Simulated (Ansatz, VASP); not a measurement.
# One calculation of IrRu2, two programs

```
CELL_PARAMETERS angstrom
2.70598 0.00000 0.00000
-1.35299 2.34345 0.00000
0.00000 0.00000 6.64164
ATOMIC_POSITIONS crystal
Ru 0.33333 0.66667 0.66168
Ru 0.66667 0.33333 0.33832
Ir 0.00000 0.00000 0.00000
```

Alike in both runs: task single point; functional PBE; k mesh 6 × 6 × 4; occupations gaussian, width 0.1 eV; collinear spin.

|  | VASP | Ansatz |
| --- | --- | --- |
| version | VASP 6.6.1 | Ansatz 0.2.0 |
| potentials or method | VASP PAW PBE potentials, release 64 (Ru_pv, Ir), cutoff 520 eV | scalar-relativistic, plane waves, PAW |
| valence electrons in the cell | 37 | 49 |

Ansatz gave:

```
gap on the k mesh at the Fermi level (eV)                     : none
pressure (GPa)                                                : 1.3
traceless stress, the component that is largest in VASP (GPa) : -1.99
rms of the force components (eV/Å)                            : 0.019
net moment per atom (μB)                                      : 0.00
```

**Question.** What did VASP give for the same quantities?

**Answer.** gap on the k mesh at the Fermi level (eV): none; pressure (GPa): 1.4; traceless stress, the component that is largest in VASP (GPa): -2.03; rms of the force components (eV/Å): 0.009; net moment per atom (μB): 0.00.

Atom by atom the forces differ by 0.009 eV/Å (rms over components). A gap of «none» marks a metal or a gap that the smearing closes. The functional is the same, so the differences come from potentials, cutoffs and numerics. VASP's potentials hold 37 valence electrons a cell and Ansatz's 49, so a difference there can come from the potentials and not from the codes. Ansatz's warnings: seeded moment not kept.

The k mesh is coarse, so the values compare programs but aren't converged. Spin-orbit coupling is off throughout.
